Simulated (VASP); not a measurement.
# TaW2N4 (Cmmm) in VASP: notebook

TaW2N4 is run at these levels: PBE; tasks: single point.

Everything below comes from runs of VASP 6.6.1. Logs are shortened: lines on timing, memory, paths and dates and some standing lists are left out, and cuts for length are marked.

### 1 The cell of the first run

Symmetry: Cmmm, No. 65, orthorhombic system. The conventional cell has a = 6.071 Å, b = 8.292 Å, c = 3.061 Å, α = 90.00°, β = 90.00°, γ = 90.00°. Ta (site symmetry mmm) has 6 N at 2.13 to 2.17 Å within 2.8 Å. Within 2.7 Å of W (site symmetry 2/m) lie 6 N at 2.07 to 2.16 Å. Within 2.7 Å of N (site symmetry 2mm) lie 2 W at 2.07 Å and 2 Ta at 2.13 Å. Within 3.1 Å of N (site symmetry m2m) lie 4 W at 2.16 Å and 1 Ta at 2.17 Å and 12 N at 2.95 to 3.06 Å.

The cell was generated, and may not be a known phase.

### 2 Single point, PBE

INCAR reads:

```
PREC     = Accurate       # precision mode
ENCUT    = 700            # plane-wave cutoff, eV
EDIFF    = 1E-6           # SCF threshold, eV
ISMEAR   = 0              # smearing method
SIGMA    = 0.15           # smearing width, eV
LREAL    = False          # projectors in reciprocal space
LASPH    = True           # aspherical terms in the spheres
NELM     = 120            # most SCF steps
ALGO     = Normal         # electronic algorithm
ISIF     = 2              # what is computed and relaxed
LWAVE    = False          # write WAVECAR
LCHARG   = False          # write CHGCAR
GGA      = PE             # functional
NBANDS   = 40             # bands
GGA_COMPAT= False
```

KPOINTS reads:

```
Automatic mesh
0
Gamma
  3 3 4
```

POSCAR reads:

```
TaW2N4
1.0
    3.0356247022     -4.1460809540      0.0000000000
    3.0356247022      4.1460809540      0.0000000000
    0.0000000000      0.0000000000      3.0608331558
Ta W N
1 2 4
Direct
    0.0000000000      0.0000000000      0.0000000000
    0.0000000000      0.5000000000      0.5000000000
    0.5000000000      0.0000000000      0.5000000000
    0.2438350578      0.2438350578      0.5000000000
    0.7561649422      0.7561649422      0.5000000000
    0.7386815287      0.2613184713      0.0000000000
    0.2613184713      0.7386815287      0.0000000000
```

Potentials or basis: VASP PAW PBE potentials, release 64 (Ta_sv_GW, W_sv, N).

The run is started by

```bash
$ cat potpaw_PBE.64/Ta_sv_GW/POTCAR potpaw_PBE.64/W_sv/POTCAR potpaw_PBE.64/N/POTCAR > POTCAR
$ mpirun -np 1 vasp_std > vasp.out
```

OUTCAR:

```text
PREC = Accurate
   ENCUT = 700
   EDIFF = 1E-6
   ISMEAR = 0
   LREAL = False
   LASPH = True
   NELM = 120
   ISIF = 2
   GGA = PE

 ion  position               nearest neighbor table
   1  0.000  0.000  0.000-   4 2.13   5 2.13   4 2.13   5 2.13   6 2.17   7 2.17   2 2.99   3 2.99
                             2 2.99   3 2.99   2 2.99   2 2.99   3 2.99   3 2.99
   2  0.000  0.500  0.500-   4 2.07   5 2.07   6 2.16   7 2.16   6 2.16   7 2.16   1 2.99   1 2.99
                             1 2.99   1 2.99   3 3.04   3 3.04
   3  0.500  0.000  0.500-   4 2.07   5 2.07   6 2.16   7 2.16   6 2.16   7 2.16   1 2.99   1 2.99
                             1 2.99   1 2.99   2 3.04   2 3.04
   4  0.244  0.244  0.500-   2 2.07   3 2.07   1 2.13   1 2.13
   5  0.756  0.756  0.500-   2 2.07   3 2.07   1 2.13   1 2.13
   6  0.739  0.261  0.000-   2 2.16   3 2.16   2 2.16   3 2.16   1 2.17
   7  0.261  0.739  0.000-   2 2.16   3 2.16   2 2.16   3 2.16   1 2.17

  LATTYP: Found a base centered orthorhombic cell.
 ALAT       =     6.0712494044
 B/A-ratio  =     1.3658081485
 C/A-ratio  =     0.5041521031

  Lattice vectors:

 A1 = (   3.0356247022,  -4.1460809540,   0.0000000000)
 A2 = (   3.0356247022,   4.1460809540,   0.0000000000)
 A3 = (   0.0000000000,   0.0000000000,   3.0608331558)

Analysis of symmetry for initial positions (statically):
=====================================================================
 Subroutine PRICEL returns:
 Original cell was already a primitive cell.

 Routine SETGRP: Setting up the symmetry group for a
 base centered orthorhombic supercell.

 Subroutine GETGRP returns: Found  8 space group operations
 (whereof  8 operations were pure point group operations)
 out of a pool of  8 trial point group operations.

The static configuration has the point symmetry D_2h.

Analysis of symmetry for dynamics (positions and initial velocities):
=====================================================================
 Subroutine PRICEL returns:
 Original cell was already a primitive cell.

 Routine SETGRP: Setting up the symmetry group for a
 base centered orthorhombic supercell.

 Subroutine GETGRP returns: Found  8 space group operations
 (whereof  8 operations were pure point group operations)
 out of a pool of  8 trial point group operations.

The dynamic configuration has the point symmetry D_2h.

 Subroutine INISYM returns: Found  8 space group operations
 (whereof  8 operations are pure point group operations),
 and found     1 'primitive' translations

----------------------------------------------------------------------------------------

                                     Primitive cell

  volume of cell :      77.0470

  direct lattice vectors                    reciprocal lattice vectors
     3.035624702 -4.146080954  0.000000000     0.164710743 -0.120595812  0.000000000
     3.035624702  4.146080954  0.000000000     0.164710743  0.120595812  0.000000000
     0.000000000  0.000000000  3.060833156     0.000000000  0.000000000  0.326708432

  length of vectors
     5.138580019  5.138580019  3.060833156     0.204139606  0.204139606  0.326708432

  position of ions in fractional coordinates (direct lattice)
     0.000000000  0.000000000  0.000000000
     0.000000000  0.500000000  0.500000000
     0.500000000  0.000000000  0.500000000
     0.243835058  0.243835058  0.500000000
     0.756164942  0.756164942  0.500000000
     0.738681529  0.261318471  0.000000000
     0.261318471  0.738681529  0.000000000

  ion indices of the primitive-cell ions
   primitive index   ion index
                 1           1
                 2           2
                 3           3
                 4           4
                 5           5
                 6           6
                 7           7

----------------------------------------------------------------------------------------

 KPOINTS: Automatic mesh

Automatic generation of k-mesh.
 Grid dimensions read from file:
 generate k-points for:    3    3    4

 Generating k-lattice:

  Cartesian coordinates                     Fractional coordinates (reciprocal lattice)
     0.054903581 -0.040198604  0.000000000     0.333333333  0.000000000  0.000000000
     0.054903581  0.040198604  0.000000000     0.000000000  0.333333333  0.000000000
     0.000000000  0.000000000  0.081677108     0.000000000  0.000000000  0.250000000

  Length of vectors
     0.068046535  0.068046535  0.081677108

  Shift w.r.t. Gamma in fractional coordinates (k-lattice)
     0.000000000  0.000000000  0.000000000

 Subroutine IBZKPT returns following result:
 ===========================================

 Found     12 irreducible k-points:

 Following reciprocal coordinates:
            Coordinates               Weight
  0.000000  0.000000  0.000000      1.000000
  0.333333  0.000000  0.000000      4.000000
  0.333333  0.333333  0.000000      2.000000
 -0.333333  0.333333  0.000000      2.000000
  0.000000  0.000000  0.250000      2.000000
  0.333333  0.000000  0.250000      8.000000
  0.333333  0.333333  0.250000      4.000000
 -0.333333  0.333333  0.250000      4.000000
  0.000000  0.000000  0.500000      1.000000
  0.333333  0.000000  0.500000      4.000000
  0.333333  0.333333  0.500000      2.000000
 -0.333333  0.333333  0.500000      2.000000
   k-points           NKPTS =     12   k-points in BZ     NKDIM =     12   number of bands    NBANDS=     40
   number of dos      NEDOS =    301   number of ions     NIONS =      7
   total plane-waves  NPLWV =  64512
   dimension x,y,z NGX =    48 NGY =   48 NGZ =   28
   dimension x,y,z NGXF=    96 NGYF=   96 NGZF=   56
   ions per type =               1   2   4
   NGX,Y,Z   is equivalent  to a cutoff of  15.53, 15.53, 15.21 a.u.
   NGXF,Y,Z  is equivalent  to a cutoff of  31.06, 31.06, 30.42 a.u.
 SYSTEM =  unknown system
   PREC   = accura    normal or accurate (medium, high low for compatibility)
   ISTART =      0    job   : 0-new  1-cont  2-samecut
   ICHARG =      2    charge: 1-file 2-atom 10-const
   ISPIN  =      1    spin polarized calculation?
   LNONCOLLINEAR =      F non collinear calculations
   LSORBIT =      F    spin-orbit coupling
   LASPH  =      T    aspherical Exc in radial PAW
   ENCUT  =  700.0 eV  51.45 Ry    7.17 a.u.  11.09 11.09  6.60*2*pi/ulx,y,z
   NELM   =    120;   NELMIN=  2; NELMDL= -5     # of ELM steps
   EDIFF  = 0.1E-05   stopping-criterion for ELM
   LREAL  =      F    real-space projection
   EDIFFG = 0.1E-04   stopping-criterion for IOM
   NSW    =      0    number of steps for IOM
   IBRION =     -1    ionic relax: 0-MD 1-quasi-New 2-CG
   NFREE  =      0    steps in history (QN), initial steepest desc. (CG)
   ISIF   =      2    stress and relaxation
   ISYM   =      2    0-nonsym 1-usesym 2-fastsym
   POTIM  = 0.5000    time-step for ionic-motion
   TEBEG  =    0.0;   TEEND  =   0.0 temperature during run
   PSTRESS=    0.0 pullay stress
   NELECT =      61.0000    total number of electrons
   NUPDOWN=      -1.0000    fix difference up-down
   EMIN   =  10.00;   EMAX   =-10.00  energy-range for DOS
   EFERMI =   0.00;   METHOD = LEGACY
   ISMEAR =     0;   SIGMA  =   0.15  broadening in eV -4-tet -1-fermi 0-gaus
   EFERMI_NEDOS =   21; number of points for ismear=-14 and -15
   IALGO  =     38    algorithm
   IMIX   =      4    mixing-type and parameters
     AMIX     =   0.40;   BMIX     =  1.00
     AMIX_MAG =   1.60;   BMIX_MAG =  1.00
  volume/ion in A,a.u.               =      11.01        74.28
  Fermi-wavevector in a.u.,A,eV,Ry     =   1.514490  2.861970 31.207391  2.293679
  Thomas-Fermi vector in A             =   2.624140
   LORBIT       =      0    0 simple, 1 ext, 2 COOP (PROOUT), +10 PAW based schemes
   GGA     = PE    functional components
   LHFCALC =     F    Hartree Fock is set to
   AEXX    =    0.0000 exact exchange contribution
   IVDW    =     0    specifies the selected vdW correction
   LEPSILON=     F    determine dielectric tensor
   LRPA    =     F    only Hartree local field effects (RPA)
 non-spin polarized calculation
 Gauss-broadening in eV      SIGMA  =   0.15
  energy-cutoff  :      700.00
  volume of cell :       77.05
 maximum number of plane-waves:      3250
 NGX is ok and might be reduce to    48
   NGX = 23   NGY = 23   NGZ = 13

 number of electron      61.0000001 magnetization

 Free energy of the ion-electron system (eV)
  ---------------------------------------------------
  ext. energy  EPLUGINS =         0.00000000
  ---------------------------------------------------
  free energy    TOTEN  =       -76.39767101 eV

  energy without entropy =      -76.35011057  energy(sigma->0) =      -76.37389079

 E-fermi :  10.2373     XC(G=0): -12.8266

 val. band max:       10.2294771593   @ k =   0.3333   0.0000   0.2500
 cond. band min:      10.2471706402   @ k =   0.0000   0.0000   0.5000
 fundamental gap:      0.0176934808
 Fermi energy:        10.2373192978

 k-point     1 :       0.0000    0.0000    0.0000
  band No.  band energies     occupation
      1     -65.3530      2.00000
      2     -65.3364      2.00000
      3     -58.7293      2.00000
      4     -29.9140      2.00000
      5     -29.6526      2.00000
      6     -29.5111      2.00000
[... 32 lines left out ...]
     39      13.7491      0.00000
     40      14.6312      0.00000

 k-point     2 :       0.3333    0.0000    0.0000
  band No.  band energies     occupation
      1     -65.3489      2.00000
      2     -65.3405      2.00000
      3     -58.7294      2.00000
      4     -29.8266      2.00000
      5     -29.6891      2.00000
      6     -29.4900      2.00000
[... 419 lines left out ...]
     39      14.4433      0.00000
     40      15.9711      0.00000

 k-point    12 :      -0.3333    0.3333    0.5000
  band No.  band energies     occupation
      1     -65.3381      2.00000
      2     -65.3220      2.00000
      3     -58.7055      2.00000
      4     -29.8443      2.00000
      5     -29.8025      2.00000
      6     -29.7251      2.00000
[... 32 lines left out ...]
     39      13.9523      0.00000
     40      16.3960      0.00000

------------------------ aborting loop because EDIFF is reached ----------------------------------------

  FORCE on cell =-STRESS in cart. coord.  units (eV):
  Direction    XX          YY          ZZ          XY          YZ          ZX
  --------------------------------------------------------------------------------------
  -------------------------------------------------------------------------------------
  Total        0.2195146      0.2803879      0.4379822      0.0000000      0.0000000      0.0000000
  in kB        4.5647665      5.8306153      9.1077585      0.0000000      0.0000000      0.0000000
  external PRESSURE =       6.5010468 kB  Pullay stress =       0.0000000 kB

 VOLUME and BASIS-vectors are now :
 -----------------------------------------------------------------------------
  energy-cutoff  :      700.00
  volume of cell :       77.05
      direct lattice vectors                 reciprocal lattice vectors
     3.035624702 -4.146080954  0.000000000     0.164710743 -0.120595812  0.000000000
     3.035624702  4.146080954  0.000000000     0.164710743  0.120595812  0.000000000
     0.000000000  0.000000000  3.060833156     0.000000000  0.000000000  0.326708432

 POSITION                                       TOTAL-FORCE (eV/Angst)
 -----------------------------------------------------------------------------------
      0.00000      0.00000      0.00000         0.000000      0.000000     -0.000000
      1.51781      2.07304      1.53042         0.000000      0.000000     -0.000000
      1.51781     -2.07304      1.53042         0.000000      0.000000     -0.000000
      1.48038      0.00000      1.53042         0.008689      0.000000     -0.000000
      4.59087      0.00000      1.53042        -0.008689      0.000000     -0.000000
      3.03562     -1.97919      0.00000         0.000000      0.009560     -0.000000
      3.03562      1.97919      0.00000         0.000000     -0.009560      0.000000
 -----------------------------------------------------------------------------------
    total drift:                               -0.000000      0.000000     -0.000000

  FREE ENERGIE OF THE ION-ELECTRON SYSTEM (eV)
  ---------------------------------------------------
  free  energy   TOTEN  =       -76.3976710146 eV

  energy  without entropy=      -76.3501105665  energy(sigma->0) =      -76.37389079
```

Wall time 44 s (1 thread of AMD EPYC 9R45 (Zen 5), shared host); peak memory 0.25 GiB.

What came out:

```
Free energy            : -76.3977 eV
Pressure               : 0.7 GPa
Largest force          : 0.010 eV/Å
Band gap on the k mesh : zero (an odd number of electrons rules out a gap without spin polarisation)
```

Forces in eV/Å, atoms in the order of the input:
```
Ta   0.000  0.000  0.000
W    0.000  0.000  0.000
W    0.000  0.000  0.000
N    0.009  0.000  0.000
N   -0.009  0.000  0.000
N    0.000  0.010  0.000
N    0.000 -0.010  0.000
```

Caveat: the k points lie up to 0.51 Å⁻¹ apart, too coarse for converged energies and pressures of a metal; spin-orbit coupling is left out, which moves the levels of the heavy elements; an odd number of electrons without spin polarisation forces a metal; a magnetic or distorted state may lie lower.

### 3 Single point, PBE

INCAR reads:

```
SYSTEM = TaW2N4
PREC     = Accurate       ! precision mode
ENCUT    = 700            ! plane-wave cutoff, eV
EDIFF    = 1E-6           ! SCF threshold, eV
ISMEAR   = 0              ! smearing method
SIGMA    = 0.2            ! smearing width, eV
LREAL    = .False.        ! projectors in reciprocal space
LASPH    = .True.         ! aspherical terms in the spheres
NELM     = 120            ! most SCF steps
ALGO     = Normal         ! electronic algorithm
ISIF     = 2              ! what is computed and relaxed
LWAVE    = .False.        ! write WAVECAR
LCHARG   = .False.        ! write CHGCAR
GGA      = PE             ! functional
NBANDS   = 40             ! bands
GGA_COMPAT= .False.
```

KPOINTS reads:

```
Automatic mesh
0
Gamma
  8 4 4
  0 0 0
```

POSCAR reads:

```
TaW2N4
1.0
    0.0000000000      0.0000000000      3.0747632343
    3.0117972109     -4.1521076658      0.0000000000
    3.0117972109      4.1521076658      0.0000000000
Ta W N
1 2 4
Direct
    0.0000000000      0.0000000000      0.0000000000
    0.5000000000      0.0000000000      0.5000000000
    0.5000000000      0.5000000000      0.0000000000
    0.5000000000      0.2442595193      0.2442595193
    0.5000000000      0.7557404807      0.7557404807
    0.0000000000      0.7384266402      0.2615733598
    0.0000000000      0.2615733598      0.7384266402
```

Potentials or basis: VASP PAW PBE potentials, release 64 (Ta_sv_GW, W_sv, N).

The run is started by

```bash
$ cat potpaw_PBE.64/Ta_sv_GW/POTCAR potpaw_PBE.64/W_sv/POTCAR potpaw_PBE.64/N/POTCAR > POTCAR
$ mpirun -np 1 vasp_std > vasp.out
```

Run time: 3 min. Hardware: 1 thread of AMD EPYC 7R13 (Zen 3), shared host; peak memory 0.32 GiB.

Results (log left out):

| Item | Value |
| --- | --- |
| Free energy | -76.3413 eV |
| Pressure | 1.0 GPa |
| Largest force | 0.049 eV/Å |
| Band gap on the k mesh | zero (an odd number of electrons rules out a gap without spin polarisation) |

Forces on the atoms (eV/Å):
```
Ta   0.000  0.000  0.000
W    0.000  0.000  0.000
W    0.000  0.000  0.000
N    0.029  0.000  0.000
N   -0.029  0.000  0.000
N    0.000  0.049  0.000
N    0.000 -0.049  0.000
```

Stress tensor (GPa, compression positive):
```
-1.49  0.00  0.00
 0.00  1.30  0.00
 0.00  0.00  3.12
```

Levels at points of the mesh, in eV from the Fermi level:
| k point | band 26 | band 27 | band 28 | band 29 | band 30 | band 31 | band 32 | band 33 | band 34 | band 35 |
| --- | --- | --- | --- | --- | --- | --- | --- | --- | --- | --- |
| (0.00, 0.00, 0.00) | -3.73 | -2.31 | -2.16 | -1.98 | -1.72 | -1.15 | -0.07 | 0.30 | 1.46 | 1.52 |
| (0.50, 0.00, 0.00) | -4.96 | -4.35 | -3.63 | -0.11 | 0.49 | 0.81 | 0.87 | 0.94 | 1.23 | 1.40 |
| (0.00, 0.50, 0.00) | -5.41 | -3.19 | -2.24 | -1.80 | -1.78 | -0.56 | 0.07 | 0.67 | 0.91 | 0.92 |
| (0.50, 0.50, 0.00) | -5.28 | -4.13 | -2.69 | -1.31 | -1.09 | 0.09 | 0.15 | 1.40 | 1.45 | 2.98 |
| (0.00, 0.50, 0.50) | -4.19 | -3.87 | -3.64 | -3.54 | -0.46 | 0.09 | 0.13 | 1.01 | 1.30 | 1.48 |
| (0.50, 0.50, 0.50) | -3.84 | -3.32 | -3.23 | -3.13 | -3.12 | 0.82 | 1.41 | 2.19 | 2.27 | 2.72 |

Caveat: spin-orbit coupling is left out, which moves the levels of the heavy elements; an odd number of electrons without spin polarisation forces a metal; a magnetic or distorted state may lie lower.

The gap in the log of VASP goes by the Fermi energy; the results here count the filled bands.